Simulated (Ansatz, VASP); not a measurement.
# ZrSc3F2 in VASP and in Ansatz

```xyz
6
Lattice="2.9699 0.0000 0.0000 0.0000 5.2618 0.0000 0.0000 0.0000 8.2488" Properties=species:S:1:pos:R:3 pbc="T T T"
Zr    1.4849    0.0000    0.0000
Sc    0.0000    0.0000    2.6871
Sc    0.0000    0.0000    5.5617
Sc    0.0000    2.6309    0.0000
F     1.4849    4.1037    4.1244
F     1.4849    1.1581    4.1244
```

Alike in both runs: functional PBE; k mesh 12 × 8 × 6; occupations gaussian, width 0.1 eV; no spin polarisation.

Ansatz relaxed the structure, and its values are those at the end. VASP's run is a single point on that final structure, the one shown.

```csv
,VASP,Ansatz
version,VASP 6.6.1,Ansatz 0.2.0
potentials or method,"VASP PAW PBE potentials, release 64 (Zr_sv, Sc_sv, F), cutoff 520 eV","scalar-relativistic, plane waves, PAW"
valence electrons in the cell,59,59
```

Ansatz gave:

* gap on the k mesh at the Fermi level (eV): none
* pressure (GPa): 0.0
* rms of the force components (eV/Å): 0.001

**Question.** What did VASP give for the same quantities?

**Answer.** gap on the k mesh at the Fermi level (eV): none; pressure (GPa): 0.1; rms of the force components (eV/Å): 0.018.

A gap of «none» marks a metal or a gap that the smearing closes.
